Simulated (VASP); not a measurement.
Write the native input for VASP 6.6.1 that does the following.

| Quantity | Value |
| --- | --- |
| Task | single point |
| Functional | PBE |
| Potentials or basis | VASP PAW PBE potentials, release 64 (Ni) |
| Cutoff | 520 eV |
| k mesh | 22 × 22 × 22 |
| Occupations | gaussian, width 0.1 eV |
| Spin | collinear spin, ferromagnetic start |
| Starting moments | [0.64] μB |
| Dipole correction | no |
| Further INCAR settings | ALGO = Normal; EDIFF = 1e-06; NBANDS = 15 |

The structure of Ni lies in POSCAR:

```
Ni
1.0
   -1.3716554706      1.3716554706      1.3716554706
    1.3716554706     -1.3716554706      1.3716554706
    1.3716554706      1.3716554706     -1.3716554706
Ni
1
Direct
    0.0000000000      0.0000000000      0.0000000000
```

This isn't the form of Ni at room conditions, which is fcc.

One way to write it, as run:

INCAR

```
PREC     = Accurate       # precision mode
ENCUT    = 520            # plane-wave cutoff, eV
EDIFF    = 1E-6           # SCF threshold, eV
ISMEAR   = 0              # smearing method
SIGMA    = 0.1            # smearing width, eV
LREAL    = F              # projectors in reciprocal space
LASPH    = T              # aspherical terms in the spheres
NELM     = 150            # most SCF steps
ALGO     = Normal         # electronic algorithm
ISIF     = 2              # what is computed and relaxed
LWAVE    = F              # write WAVECAR
LCHARG   = T              # write CHGCAR
ISPIN    = 2              # spin polarisation
MAGMOM   = 0.64           # initial moments
LORBIT   = 11             # projections on sites
LMAXMIX  = 4              # l up to which the mixer works
GGA      = PE             # functional
LELF     = T              # ELF
LVHAR    = T            
NBANDS   = 15             # bands
```

KPOINTS

```
regular mesh
0
Gamma
  22 22 22
```

Potentials or basis: VASP PAW PBE potentials, release 64 (Ni).

Launch:

```console
$ cat potpaw_PBE.64/Ni/POTCAR > POTCAR
$ mpirun -np 1 vasp_std > vasp.out
```

Results of the run:

| Item | Value |
| --- | --- |
| Pressure | 13.4 GPa |
| Net moment | 0.51 μB per cell |
| Site moments | Ni +0.51 μB |
| Valence electrons inside the program's atomic spheres | Ni 9.41 |

Caveat: the cell stands under pressure.

It took 52 s on 1 thread of Intel(R) Xeon(R) 6975P-C (Granite Rapids), with other jobs on the host, peak memory 0.19 GiB.
